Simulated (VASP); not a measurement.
# Sc (P6_3/mmc) in VASP: notebook

Runs on Sc. Level: LDA. Tasks: single point, relaxation of cell and atoms.

Everything below comes from runs of VASP 6.6.1. Logs are shortened: lines on timing, memory, paths and dates and some standing lists are left out, and cuts for length are marked.

## 1. The cell of the first run

The structure is hexagonal, space group P6_3/mmc (No. 194). Conventional cell: a = 3.243 Å, b = 3.243 Å, c = 4.949 Å, α = 90.00°, β = 90.00°, γ = 120.00°. Sc (site symmetry -6m2) has 12 Sc at 3.10 to 3.24 Å within 4.1 Å.

## 2. Single point, LDA

INCAR reads:

```
PREC     = Accurate       # precision mode
ENCUT    = 520            # plane-wave cutoff, eV
EDIFF    = 1E-6           # SCF threshold, eV
ISMEAR   = 1              # smearing method
SIGMA    = 0.05           # smearing width, eV
LREAL    = False          # projectors in reciprocal space
LASPH    = True           # aspherical terms in the spheres
NELM     = 100            # most SCF steps
ALGO     = Normal         # electronic algorithm
ISIF     = 2              # what is computed and relaxed
LWAVE    = False          # write WAVECAR
LCHARG   = False          # write CHGCAR
GGA      = CA             # functional
NBANDS   = 18             # bands
```

KPOINTS reads:

```
regular mesh
0
Gamma
  8 8 4
```

POSCAR reads:

```
Sc
1.0
    3.2430050626      0.0000000000      0.0000000000
   -1.6215025313      2.8085247688      0.0000000000
    0.0000000000      0.0000000000      4.9491393917
Sc
2
Direct
    0.3333333333      0.6666666667      0.2500000000
    0.6666666667      0.3333333333      0.7500000000
```

Potentials or basis: VASP PAW LDA potentials, release 64 (Sc_sv).

Command:

```bash
cat potpaw_LDA.64/Sc_sv/POTCAR > POTCAR
mpirun -np 1 vasp_std > vasp.out
```

OUTCAR:

```text
PREC = Accurate
   ENCUT = 520
   EDIFF = 1E-6
   ISMEAR = 1
   LREAL = False
   LASPH = True
   NELM = 100
   ISIF = 2
   GGA = CA

 ion  position               nearest neighbor table
   1  0.333  0.667  0.250-   2 3.10   2 3.10   2 3.10   2 3.10   2 3.10   2 3.10
   2  0.667  0.333  0.750-   1 3.10   1 3.10   1 3.10   1 3.10   1 3.10   1 3.10

  LATTYP: Found a hexagonal cell.
 ALAT       =     3.2430050626
 C/A-ratio  =     1.5260967208

  Lattice vectors:

 A1 = (   3.2430050626,   0.0000000000,   0.0000000000)
 A2 = (  -1.6215025313,   2.8085247688,   0.0000000000)
 A3 = (   0.0000000000,   0.0000000000,   4.9491393917)

Analysis of symmetry for initial positions (statically):
=====================================================================
 Subroutine PRICEL returns:
 Original cell was already a primitive cell.

 Routine SETGRP: Setting up the symmetry group for a
 hexagonal supercell.

 Subroutine GETGRP returns: Found 24 space group operations
 (whereof 12 operations were pure point group operations)
 out of a pool of 24 trial point group operations.

The static configuration has the point symmetry D_3d.
 The point group associated with its full space group is D_6h.

Analysis of symmetry for dynamics (positions and initial velocities):
=====================================================================
 Subroutine PRICEL returns:
 Original cell was already a primitive cell.

 Routine SETGRP: Setting up the symmetry group for a
 hexagonal supercell.

 Subroutine GETGRP returns: Found 24 space group operations
 (whereof 12 operations were pure point group operations)
 out of a pool of 24 trial point group operations.

The dynamic configuration has the point symmetry D_3d.
 The point group associated with its full space group is D_6h.

 Subroutine INISYM returns: Found 24 space group operations
 (whereof 12 operations are pure point group operations),
 and found     1 'primitive' translations

----------------------------------------------------------------------------------------

                                     Primitive cell

  volume of cell :      45.0771

  direct lattice vectors                    reciprocal lattice vectors
     3.243005063  0.000000000  0.000000000     0.308355979  0.178029407  0.000000000
    -1.621502531  2.808524769  0.000000000     0.000000000  0.356058815  0.000000000
     0.000000000  0.000000000  4.949139392     0.000000000  0.000000000  0.202055331

[... 74 lines left out ...]
   PREC   = accura    normal or accurate (medium, high low for compatibility)
   ISTART =      0    job   : 0-new  1-cont  2-samecut
   ICHARG =      2    charge: 1-file 2-atom 10-const
   ISPIN  =      1    spin polarized calculation?
   LNONCOLLINEAR =      F non collinear calculations
   LSORBIT =      F    spin-orbit coupling
   LASPH  =      T    aspherical Exc in radial PAW
   ENCUT  =  520.0 eV  38.22 Ry    6.18 a.u.   6.03  6.03  9.20*2*pi/ulx,y,z
   NELM   =    100;   NELMIN=  2; NELMDL= -5     # of ELM steps
   EDIFF  = 0.1E-05   stopping-criterion for ELM
   LREAL  =      F    real-space projection
[... 7 lines left out ...]
   TEBEG  =    0.0;   TEEND  =   0.0 temperature during run
   PSTRESS=    0.0 pullay stress
   NELECT =      22.0000    total number of electrons
   NUPDOWN=      -1.0000    fix difference up-down
   EMIN   =  10.00;   EMAX   =-10.00  energy-range for DOS
   EFERMI =   0.00;   METHOD = LEGACY
   ISMEAR =     1;   SIGMA  =   0.05  broadening in eV -4-tet -1-fermi 0-gaus
   EFERMI_NEDOS =   21; number of points for ismear=-14 and -15
   IALGO  =     38    algorithm
   IMIX   =      4    mixing-type and parameters
     AMIX     =   0.40;   BMIX     =  1.00
     AMIX_MAG =   1.60;   BMIX_MAG =  1.00
  volume/ion in A,a.u.               =      22.54       152.10
  Fermi-wavevector in a.u.,A,eV,Ry     =   1.288934  2.435731 22.604036  1.661350
  Thomas-Fermi vector in A             =   2.420857
   LORBIT       =      0    0 simple, 1 ext, 2 COOP (PROOUT), +10 PAW based schemes
   GGA     = CA    functional components
   LHFCALC =     F    Hartree Fock is set to
   AEXX    =    0.0000 exact exchange contribution
   IVDW    =     0    specifies the selected vdW correction
   LEPSILON=     F    determine dielectric tensor
   LRPA    =     F    only Hartree local field effects (RPA)
 non-spin polarized calculation
 Methfessel and Paxton  Order N= 1 SIGMA  =   0.05
  energy-cutoff  :      520.00
  volume of cell :       45.08
 maximum number of plane-waves:      1230
   NGX = 13   NGY = 13   NGZ = 19

 number of electron      21.9999997 magnetization

 Free energy of the ion-electron system (eV)
  ---------------------------------------------------
  ext. energy  EPLUGINS =         0.00000000
  ---------------------------------------------------
  free energy    TOTEN  =       -13.46144129 eV

  energy without entropy =      -13.46162842  energy(sigma->0) =      -13.46150367

 E-fermi :   3.9674     XC(G=0): -10.5184

 val. band max:        3.9428278083   @ k =   0.2500   0.0000   0.0000
 cond. band min:       3.9780636822   @ k =   0.1250   0.1250   0.2500
 fundamental gap:      0.0352358740
 Fermi energy:         3.9674221311

 k-point     1 :       0.0000    0.0000    0.0000
  band No.  band energies     occupation
      1     -44.6157      2.00000
      2     -44.4975      2.00000
      3     -23.8880      2.00000
      4     -23.4150      2.00000
      5     -23.4150      2.00000
      6     -23.3143      2.00000
[... 481 lines left out ...]
      5     -23.4330      2.00000
      6     -23.4330      2.00000
[... 10 lines left out ...]
     17       7.9102      0.00000
     18       7.9184      0.00000

 [... further k-points ...]

------------------------ aborting loop because EDIFF is reached ----------------------------------------

  FORCE on cell =-STRESS in cart. coord.  units (eV):
  Direction    XX          YY          ZZ          XY          YZ          ZX
  --------------------------------------------------------------------------------------
  -------------------------------------------------------------------------------------
  Total        0.0103931      0.0103931      0.0345509      0.0000000      0.0000000      0.0000000
  in kB        0.3694038      0.3694038      1.2280461      0.0000000      0.0000000      0.0000000
  external PRESSURE =       0.6556179 kB  Pullay stress =       0.0000000 kB

 VOLUME and BASIS-vectors are now :
 -----------------------------------------------------------------------------
  energy-cutoff  :      520.00
  volume of cell :       45.08
      direct lattice vectors                 reciprocal lattice vectors
     3.243005063  0.000000000  0.000000000     0.308355979  0.178029407  0.000000000
    -1.621502531  2.808524769  0.000000000     0.000000000  0.356058815  0.000000000
     0.000000000  0.000000000  4.949139392     0.000000000  0.000000000  0.202055331

 POSITION                                       TOTAL-FORCE (eV/Angst)
 -----------------------------------------------------------------------------------
     -0.00000      1.87235      1.23728         0.000000     -0.000000      0.000000
      1.62150      0.93617      3.71185        -0.000000      0.000000      0.000000
 -----------------------------------------------------------------------------------
    total drift:                               -0.000000      0.000000     -0.000000

  FREE ENERGIE OF THE ION-ELECTRON SYSTEM (eV)
  ---------------------------------------------------
  free  energy   TOTEN  =       -13.4614412898 eV

  energy  without entropy=      -13.4616284226  energy(sigma->0) =      -13.46150367
```

Wall time 16 s (1 thread of Intel Xeon 8259CL, shared host); peak memory 0.15 GiB.

Results:

| Item | Value |
| --- | --- |
| Free energy | -13.4614 eV |
| Pressure | 0.1 GPa |
| Band gap on the k mesh | zero (band 11 reaches 5.09 eV, above the bottom of band 12 at 3.41 eV) |

## 3. Relaxation of cell and atoms, LDA

This run uses another cell than the first one, of 25.00 Å³/atom, 1.109 times its volume.

INCAR reads:

```
SYSTEM = Sc
PREC = Accurate
ENCUT = 600
EDIFF = 1E-7
ISMEAR = 1
SIGMA = 0.05
LREAL = .False.
LASPH = .True.
NELM = 80
ALGO = Normal
ISIF = 3
LWAVE = .False.
LCHARG = .False.
IBRION = 2
NSW = 80
EDIFFG = -0.01
```

KPOINTS reads:

```
Automatic mesh
0
Gamma
  8 8 4
  0 0 0
```

POSCAR reads:

```
Sc
1.0
    3.3090000000      0.0000000000      0.0000000000
   -1.6545000000      2.8656780611      0.0000000000
    0.0000000000      0.0000000000      5.2733000000
Sc
2
Direct
    0.3333333333      0.6666666667      0.2500000000
    0.6666666667      0.3333333333      0.7500000000
```

Potentials or basis: VASP PAW LDA potentials, release 64 (Sc_sv).

Command:

```bash
cat potpaw_LDA.64/Sc_sv/POTCAR > POTCAR
mpirun -np 1 vasp_std > vasp.out
```

Run time: 3.5 min. Hardware: 1 thread of Intel Xeon 8259CL, shared host; peak memory 0.18 GiB.

Results (log left out):

- Free energy: -13.4619 eV
- Relaxed volume: 22.58 Å³/atom
- Relaxed cell: a = 3.244 Å, b = 3.244 Å, c = 4.955 Å, α = 90.00°, β = 90.00°, γ = 120.00°
- Space group after relaxing (to 0.05 Å): P6_3/mmc (No. 194)
- Energy gained by relaxing: 48.2 meV/atom
- Ionic steps: 9
- Pressure after relaxing: 0.0 GPa
- Band gap on the k mesh: zero (band 11 reaches 5.07 eV, above the bottom of band 12 at 3.40 eV)

The path:
```tsv
step	energy change (eV)	largest force (eV/Å)	pressure (GPa)	volume (Å³)
1	0.0000	0.0000	-5.30	50.00
2	-0.0875	0.0000	1.30	44.26
3	-0.0902	0.0000	0.18	45.04
4	-0.0951	0.0000	0.21	45.03
5	-0.0962	0.0000	0.21	45.02
6	-0.0963	0.0000	0.20	45.02
7	-0.0963	0.0000	0.20	45.02
8	-0.0964	0.0000	-0.09	45.23
9	-0.0964	0.0000	0.00	45.16
```

Final structure:
```cif
data_structure
_symmetry_space_group_name_H-M 'P 1'
_symmetry_Int_Tables_number 1
_cell_length_a 3.2440
_cell_length_b 3.2440
_cell_length_c 4.9553
_cell_angle_alpha 90.000
_cell_angle_beta 90.000
_cell_angle_gamma 120.000
_cell_volume 45.16
loop_
_atom_site_label
_atom_site_type_symbol
_atom_site_fract_x
_atom_site_fract_y
_atom_site_fract_z
_atom_site_occupancy
Sc1 Sc 0.33333 0.66667 0.25000 1
Sc2 Sc 0.66667 0.33333 0.75000 1
```

Levels at points of the mesh, in eV from the Fermi level:
```csv
k point,band 6,band 7,band 8,band 9,band 10,band 11,band 12,band 13,band 14,band 15
"(0.00, 0.00, 0.00)",-27.29,-27.29,-27.23,-5.20,-1.72,1.11,1.63,1.63,2.07,2.17
"(0.50, 0.00, 0.00)",-27.50,-27.40,-27.33,-1.64,-1.16,-0.75,-0.27,1.30,1.50,2.10
"(0.00, 0.00, 0.50)",-27.34,-27.34,-27.34,-3.50,-3.50,1.10,1.10,1.51,1.51,1.51
"(0.50, 0.00, 0.50)",-27.42,-27.38,-27.38,-1.58,-1.58,0.13,0.13,1.52,1.52,2.49
```

LDA usually gives volumes a few per cent too small. Zero-point motion and thermal expansion aren't in these numbers.
